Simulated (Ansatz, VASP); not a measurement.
**F: VASP beside Ansatz**

```
CELL_PARAMETERS angstrom
0.00000 1.80471 1.80471
1.80471 0.00000 1.80471
1.80471 1.80471 0.00000
ATOMIC_POSITIONS crystal
F 0.87500 0.87500 0.87500
F 0.12500 0.12500 0.12500
```

Change from the starting cell: volume scaled by 0.43, crystal datasets.

Alike in both runs: task single point; functional PBEsol; k mesh 14 × 14 × 14; occupations fermi-dirac, width 0.08 eV; no spin polarisation.

|  | VASP | Ansatz |
| --- | --- | --- |
| version | VASP 6.6.1 | Ansatz 0.2.0 |
| potentials or method | VASP PAW PBE potentials, release 64 (F), cutoff 520 eV | all-electron PAW with datasets made for the crystal, scalar-relativistic |

```csv
,VASP,Ansatz,Ansatz less VASP
pressure (GPa),296.9,297.6,+0.73
```

VASP's potentials were made for PBE, not for PBEsol. Both programs put the cell under a high pressure, so it lies far from rest at this level. Ansatz ran all-electron here, and VASP with PAW potentials.

Noted on VASP's run: the cell as given lies far from equilibrium.
